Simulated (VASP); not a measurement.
# PtSe2 in VASP: further runs

PtSe2 is run at these levels: LDA, PBE; tasks: single point.

All numbers are computed with VASP 6.6.1; they aren't measurements. Logs are shortened: lines on timing, memory, paths and dates and some standing lists are left out, and cuts for length are marked.

## 1. The cell of the first run

The cell holds a slab with vacuum, 3 atoms: a = 3.673 Å, b = 3.673 Å, c = 31.122 Å, α = 90.00°, β = 90.00°, γ = 120.00°.

## 2. Single point, LDA

File INCAR:

```
SYSTEM = PtSe2
ALGO = Normal
DIPOL = 0.5 0.5 0.500
EDIFF = 1E-7
ENCUT = 520
IDIPOL = 3
ISIF = 2
ISMEAR = 0
LASPH = .TRUE.
LCHARG = .FALSE.
LDIPOL = .TRUE.
LREAL = .FALSE.
LWAVE = .FALSE.
NBANDS = 18
NELM = 100
PREC = Accurate
SIGMA = 0.02
```

File KPOINTS:

```
k-points
0
G
  9 9 1
  0 0 0
```

File POSCAR:

```
PtSe2
1.0
    3.6726566241      0.0000000000      0.0000000000
   -1.8363283120      3.1806139358      0.0000000000
    0.0000000000      0.0000000000     31.1215005226
Se Pt
2 1
Direct
    0.6666666667      0.3333333333      0.4585089920
    0.3333333333      0.6666666667      0.5414910080
    0.0000000000      0.0000000000      0.5000000000
```

Potentials or basis: VASP PAW LDA potentials, release 64 (Se, Pt).

On the command line:

```console
$ cat potpaw_LDA.64/Se/POTCAR potpaw_LDA.64/Pt/POTCAR > POTCAR
$ mpirun -np 1 vasp_std > vasp.out
```

OUTCAR:

```text
SYSTEM = PtSe2
   EDIFF = 1E-7
   ENCUT = 520
   ISIF = 2
   ISMEAR = 0
   LASPH = .TRUE.
   LREAL = .FALSE.
   NELM = 100
   PREC = Accurate

 ion  position               nearest neighbor table
   1  0.667  0.333  0.459-   3 2.48   3 2.48   3 2.48
   2  0.333  0.667  0.541-   3 2.48   3 2.48   3 2.48
   3  0.000  0.000  0.500-   1 2.48   2 2.48   2 2.48   1 2.48   1 2.48   2 2.48

  LATTYP: Found a hexagonal cell.
 ALAT       =     3.6726566241
 C/A-ratio  =     8.4738388877

  Lattice vectors:

 A1 = (   3.6726566241,   0.0000000000,   0.0000000000)
 A2 = (  -1.8363283120,   3.1806139358,   0.0000000000)
 A3 = (   0.0000000000,   0.0000000000,  31.1215005226)

Analysis of symmetry for initial positions (statically):
=====================================================================
 Subroutine PRICEL returns:
 Original cell was already a primitive cell.

 Routine SETGRP: Setting up the symmetry group for a
 hexagonal supercell.

 Subroutine GETGRP returns: Found 12 space group operations
 (whereof 12 operations were pure point group operations)
 out of a pool of 24 trial point group operations.

The static configuration has the point symmetry D_3d.

Analysis of symmetry for dynamics (positions and initial velocities):
=====================================================================
 Subroutine PRICEL returns:
 Original cell was already a primitive cell.

 Routine SETGRP: Setting up the symmetry group for a
 hexagonal supercell.

 Subroutine GETGRP returns: Found 12 space group operations
 (whereof 12 operations were pure point group operations)
 out of a pool of 24 trial point group operations.

The dynamic configuration has the point symmetry D_3d.

 Subroutine INISYM returns: Found 12 space group operations
 (whereof 12 operations are pure point group operations),
 and found     1 'primitive' translations

----------------------------------------------------------------------------------------

                                     Primitive cell

  volume of cell :     363.5397

  direct lattice vectors                    reciprocal lattice vectors
     3.672656624  0.000000000  0.000000000     0.272282465  0.157202355  0.000000000
    -1.836328312  3.180613936  0.000000000     0.000000000  0.314404709  0.000000000
     0.000000000  0.000000000 31.121500523     0.000000000  0.000000000  0.032132127

  length of vectors
     3.672656624  3.672656624 31.121500523     0.314404709  0.314404709  0.032132127

  position of ions in fractional coordinates (direct lattice)
     0.666666667  0.333333333  0.458508992
     0.333333333  0.666666667  0.541491008
     0.000000000  0.000000000  0.500000000

  ion indices of the primitive-cell ions
   primitive index   ion index
                 1           1
                 2           2
                 3           3

----------------------------------------------------------------------------------------

 KPOINTS: k-points

Automatic generation of k-mesh.
 Grid dimensions read from file:
 generate k-points for:    9    9    1

 Generating k-lattice:

  Cartesian coordinates                     Fractional coordinates (reciprocal lattice)
     0.030253607  0.017466928  0.000000000     0.111111111  0.000000000  0.000000000
     0.000000000  0.034933857  0.000000000     0.000000000  0.111111111  0.000000000
     0.000000000  0.000000000  0.032132127     0.000000000  0.000000000  1.000000000

  Length of vectors
     0.034933857  0.034933857  0.032132127

  Shift w.r.t. Gamma in fractional coordinates (k-lattice)
     0.000000000  0.000000000  0.000000000

 Subroutine IBZKPT returns following result:
 ===========================================

 Found     12 irreducible k-points:

 Following reciprocal coordinates:
            Coordinates               Weight
  0.000000  0.000000  0.000000      1.000000
  0.111111  0.000000  0.000000      6.000000
  0.222222  0.000000  0.000000      6.000000
  0.333333  0.000000  0.000000      6.000000
  0.444444  0.000000  0.000000      6.000000
  0.111111  0.111111  0.000000      6.000000
  0.222222  0.111111  0.000000     12.000000
  0.333333  0.111111  0.000000     12.000000
  0.444444  0.111111  0.000000      6.000000
  0.222222  0.222222  0.000000      6.000000
  0.333333  0.222222  0.000000     12.000000
  0.333333  0.333333  0.000000      2.000000
   k-points           NKPTS =     12   k-points in BZ     NKDIM =     12   number of bands    NBANDS=     18
   number of dos      NEDOS =    301   number of ions     NIONS =      3
   total plane-waves  NPLWV = 188160
   dimension x,y,z NGX =    28 NGY =   28 NGZ =  240
   dimension x,y,z NGXF=    56 NGYF=   56 NGZF=  480
   ions per type =               2   1
   NGX,Y,Z   is equivalent  to a cutoff of  12.67, 12.67, 12.82 a.u.
   NGXF,Y,Z  is equivalent  to a cutoff of  25.35, 25.35, 25.64 a.u.
 SYSTEM =  PtSe2
   PREC   = accura    normal or accurate (medium, high low for compatibility)
   ISTART =      0    job   : 0-new  1-cont  2-samecut
   ICHARG =      2    charge: 1-file 2-atom 10-const
   ISPIN  =      1    spin polarized calculation?
   LNONCOLLINEAR =      F non collinear calculations
   LSORBIT =      F    spin-orbit coupling
   LASPH  =      T    aspherical Exc in radial PAW
   ENCUT  =  520.0 eV  38.22 Ry    6.18 a.u.   6.83  6.83 57.87*2*pi/ulx,y,z
   NELM   =    100;   NELMIN=  2; NELMDL= -5     # of ELM steps
   EDIFF  = 0.1E-06   stopping-criterion for ELM
   LREAL  =      F    real-space projection
   EDIFFG = 0.1E-05   stopping-criterion for IOM
   NSW    =      0    number of steps for IOM
   IBRION =     -1    ionic relax: 0-MD 1-quasi-New 2-CG
   NFREE  =      0    steps in history (QN), initial steepest desc. (CG)
   ISIF   =      2    stress and relaxation
   ISYM   =      2    0-nonsym 1-usesym 2-fastsym
   POTIM  = 0.5000    time-step for ionic-motion
   TEBEG  =    0.0;   TEEND  =   0.0 temperature during run
   PSTRESS=    0.0 pullay stress
   NELECT =      22.0000    total number of electrons
   NUPDOWN=      -1.0000    fix difference up-down
   EMIN   =  10.00;   EMAX   =-10.00  energy-range for DOS
   EFERMI =   0.00;   METHOD = LEGACY
   ISMEAR =     0;   SIGMA  =   0.02  broadening in eV -4-tet -1-fermi 0-gaus
   EFERMI_NEDOS =   21; number of points for ismear=-14 and -15
   IALGO  =     38    algorithm
   IMIX   =      4    mixing-type and parameters
     AMIX     =   0.40;   BMIX     =  1.00
     AMIX_MAG =   1.60;   BMIX_MAG =  1.00
  volume/ion in A,a.u.               =     121.18       817.76
  Fermi-wavevector in a.u.,A,eV,Ry     =   0.642735  1.214593  5.620675  0.413108
  Thomas-Fermi vector in A             =   1.709503
   LORBIT       =      0    0 simple, 1 ext, 2 COOP (PROOUT), +10 PAW based schemes
   GGA     = CA    functional components
   LHFCALC =     F    Hartree Fock is set to
   AEXX    =    0.0000 exact exchange contribution
   IVDW    =     0    specifies the selected vdW correction
   LEPSILON=     F    determine dielectric tensor
   LRPA    =     F    only Hartree local field effects (RPA)
 non-spin polarized calculation
 Gauss-broadening in eV      SIGMA  =   0.02
  energy-cutoff  :      520.00
  volume of cell :      363.54
 maximum number of plane-waves:      9826
 NGX is ok and might be reduce to    28
   NGX = 13   NGY = 13   NGZ =115

 number of electron      22.0000001 magnetization

 dipolmoment           0.000000      0.000000     -0.000000 electrons x Angstroem

 Free energy of the ion-electron system (eV)
  ---------------------------------------------------
  ext. energy  EPLUGINS =         0.00000000
  ---------------------------------------------------
  free energy    TOTEN  =       -16.81021424 eV

  energy without entropy =      -16.81021424  energy(sigma->0) =      -16.81021424

 E-fermi :  -3.9022     XC(G=0):  -2.2319

 val. band max:       -4.0105904144   @ k =   0.0000   0.0000   0.0000
 cond. band min:      -2.6541555100   @ k =   0.2222   0.0000   0.0000
 fundamental gap:      1.3564349044
 Fermi energy:        -3.9021526890

 k-point     1 :       0.0000    0.0000    0.0000
  band No.  band energies     occupation
      1     -18.3563      2.00000
      2     -16.3709      2.00000
      3      -9.4347      2.00000
      4      -9.4347      2.00000
      5      -9.3514      2.00000
      6      -7.0592      2.00000
[... 10 lines left out ...]
     17       1.9177      0.00000
     18       2.2844      0.00000

 k-point     2 :       0.1111    0.0000    0.0000
  band No.  band energies     occupation
      1     -18.2142      2.00000
      2     -16.3848      2.00000
      3      -9.4531      2.00000
      4      -9.3506      2.00000
      5      -9.2129      2.00000
      6      -7.2642      2.00000
[... 10 lines left out ...]
     17       2.2228      0.00000
     18       2.4707      0.00000

 k-point     3 :       0.2222    0.0000    0.0000
  band No.  band energies     occupation
      1     -17.8201      2.00000
      2     -16.4237      2.00000
      3      -9.4453      2.00000
      4      -9.1522      2.00000
      5      -8.8624      2.00000
      6      -7.9751      2.00000
[... 10 lines left out ...]
     17       2.6828      0.00000
     18       2.9585      0.00000

 k-point     4 :       0.3333    0.0000    0.0000
  band No.  band energies     occupation
      1     -17.2872      2.00000
      2     -16.4769      2.00000
      3      -9.6832      2.00000
      4      -8.9928      2.00000
      5      -8.8258      2.00000
      6      -8.0874      2.00000
[... 123 lines left out ...]
      4      -9.1858      2.00000
      5      -8.6107      2.00000
      6      -7.9461      2.00000
[... 10 lines left out ...]
     17       4.1549      0.00000
     18       4.2542      0.00000

 k-point    11 :       0.3333    0.2222    0.0000
  band No.  band energies     occupation
      1     -16.6735      2.00000
      2     -16.5346      2.00000
      3      -9.8860      2.00000
      4      -9.1641      2.00000
      5      -8.6012      2.00000
      6      -7.7500      2.00000
[... 10 lines left out ...]
     17       4.6466      0.00000
     18       4.9917      0.00000

 k-point    12 :       0.3333    0.3333    0.0000
  band No.  band energies     occupation
      1     -16.5458      2.00000
      2     -16.5458      2.00000
      3      -9.5417      2.00000
      4      -9.2040      2.00000
      5      -9.2040      2.00000
      6      -7.6236      2.00000
[... 10 lines left out ...]
     17       4.7521      0.00000
     18       5.0228      0.00000

------------------------ aborting loop because EDIFF is reached ----------------------------------------

 vacuum level on the upper side and lower side of the slab       (xc-potential included)        -0.010        -0.010

  FORCE on cell =-STRESS in cart. coord.  units (eV):
  Direction    XX          YY          ZZ          XY          YZ          ZX
  --------------------------------------------------------------------------------------
  -------------------------------------------------------------------------------------
  Total        0.1647303      0.1647303      0.1143984      0.0000000     -0.0000000      0.0000000
  in kB        0.7259926      0.7259926      0.5041719      0.0000000     -0.0000000      0.0000000
  external PRESSURE =       0.6520524 kB  Pullay stress =       0.0000000 kB

 VOLUME and BASIS-vectors are now :
 -----------------------------------------------------------------------------
  energy-cutoff  :      520.00
  volume of cell :      363.54
      direct lattice vectors                 reciprocal lattice vectors
     3.672656624  0.000000000  0.000000000     0.272282465  0.157202355  0.000000000
    -1.836328312  3.180613936  0.000000000     0.000000000  0.314404709  0.000000000
     0.000000000  0.000000000 31.121500523     0.000000000  0.000000000  0.032132127

 POSITION                                       TOTAL-FORCE (eV/Angst)
 -----------------------------------------------------------------------------------
      1.83633      1.06020     14.26949        -0.000000      0.000000     -0.050206
     -0.00000      2.12041     16.85201         0.000000      0.000000      0.050206
      0.00000      0.00000     15.56075         0.000000      0.000000      0.000000
 -----------------------------------------------------------------------------------
    total drift:                                0.000000     -0.000000      0.000000

  FREE ENERGIE OF THE ION-ELECTRON SYSTEM (eV)
  ---------------------------------------------------
  free  energy   TOTEN  =       -16.8102142414 eV

  energy  without entropy=      -16.8102142414  energy(sigma->0) =      -16.81021424

 vacuum level on the upper side and lower side of the slab         1.893         1.893
```

Wall time 75 s (1 thread of Intel Xeon 6975P-C (Granite Rapids), shared host); peak memory 0.38 GiB.

Results:

```yaml
Free_energy: -16.8102 eV
Largest_force: 0.050 eV/Å
Band_gap_on_the_k_mesh: 1.36 eV (least direct gap 1.55 eV)
```

Forces in eV/Å, atoms in the order of the input:
```
Se   0.000  0.000 -0.050
Se   0.000  0.000  0.050
Pt   0.000  0.000  0.000
```

Caveat: spin-orbit coupling is left out, which moves the levels of the heavy elements.

[end of part 1 of 2]
